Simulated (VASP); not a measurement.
Set up this calculation in VASP 6.6.1, as the native input.

```yaml
Task: single point
Functional: PBE
Potentials_or_basis: VASP PAW PBE potentials, release 64 (La, N, Al)
Cutoff: 520 eV
k_mesh: 10 × 10 × 10
Occupations: fermi-dirac, width 0.02 eV
Spin: no spin polarisation
Dipole_correction: no
Further_INCAR_settings: ALGO = Normal; EDIFF = 1e-06; NBANDS = 25
```

The structure of LaAl2N3 lies in POSCAR:

```
LaAl2N3
1.0
   -1.7257643603      1.7257643603      6.4322783271
    1.7257643603     -1.7257643603      6.4322783271
    1.7257643603      1.7257643603     -6.4322783271
La N Al
1 3 2
Direct
    0.0000000000      0.0000000000      0.0000000000
    0.8162460486      0.8162460486      0.0000000000
    0.1837539514      0.1837539514      0.0000000000
    0.5000000000      0.5000000000      0.0000000000
    0.3275977171      0.3275977171      0.0000000000
    0.6724022829      0.6724022829      0.0000000000
```

The input as run:

INCAR

```
SYSTEM = LaAl2N3
ALGO = Normal ; EDIFF = 1E-6
ENCUT = 520 ; GGA = PE
ISIF = 2 ; ISMEAR = -1
LASPH = .TRUE. ; LCHARG = .FALSE.
LREAL = .FALSE. ; LWAVE = .FALSE.
NBANDS = 25 ; NELM = 80
PREC = Accurate ; SIGMA = 0.02
```

KPOINTS

```
k-points
0
G
  10 10 10
  0 0 0
```

Potentials or basis: VASP PAW PBE potentials, release 64 (La, N, Al).

Command:

```sh
$ cat potpaw_PBE.64/La/POTCAR potpaw_PBE.64/N/POTCAR potpaw_PBE.64/Al/POTCAR > POTCAR
$ mpirun -np 1 vasp_std > vasp.out
```

Results of the run:

| Quantity | Value |
| --- | --- |
| Pressure | 2.2 GPa |
| Largest force | 0.232 eV/Å |
| Band gap on the k mesh | 0.11 eV (least direct gap 0.95 eV) |

Caveat: spin-orbit coupling is left out, which moves the levels of the heavy elements.

It took 17 min on 1 thread of Intel(R) Xeon(R) Platinum 8259CL CPU @ 2.50GHz (Skylake/Cascade Lake) (shared host), peak memory 0.55 GiB.
